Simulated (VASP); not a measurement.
Input of a VASP 6.6.1 run:

INCAR

```
SYSTEM = TaRu
PREC = Accurate ; ENCUT = 600
EDIFF = 1E-6 ; ISMEAR = 0
SIGMA = 0.1 ; LREAL = .False.
LASPH = .True. ; NELM = 80
ALGO = Normal ; ISIF = 3
LWAVE = .False. ; LCHARG = .False.
IBRION = 2 ; NSW = 100
EDIFFG = -0.05
```

The input KPOINTS:

```
Automatic mesh
0
Gamma
  6 6 6
  0 0 0
```

File POSCAR:

```
TaRu
1.0
    3.1870000000      0.0000000000      0.0000000000
    0.0000000000      3.1870000000      0.0000000000
    0.0000000000      0.0000000000      3.1870000000
Ta Ru
1 1
Direct
    0.5000000000      0.5000000000      0.5000000000
    0.0000000000      0.0000000000      0.0000000000
```

Potentials or basis: VASP PAW LDA potentials, release 64 (Ta_pv, Ru_pv).

Command:

```console
$ cat potpaw_LDA.64/Ta_pv/POTCAR potpaw_LDA.64/Ru_pv/POTCAR > POTCAR
$ mpirun -np 1 vasp_std > vasp.out
```

Estimate the relaxed volume.

15.25 Å³/atom.

Estimate the relaxed cell.

a = 3.124 Å, b = 3.124 Å, c = 3.124 Å, α = 90.00°, β = 90.00°, γ = 90.00°.

Final structure:
```xyz
2
Lattice="3.1242 0.0000 0.0000 0.0000 3.1242 0.0000 0.0000 0.0000 3.1242" Properties=species:S:1:pos:R:3 pbc="T T T"
Ta    1.5621    1.5621    1.5621
Ru    0.0000    0.0000    0.0000
```

 LDA usually gives volumes a few per cent too small.
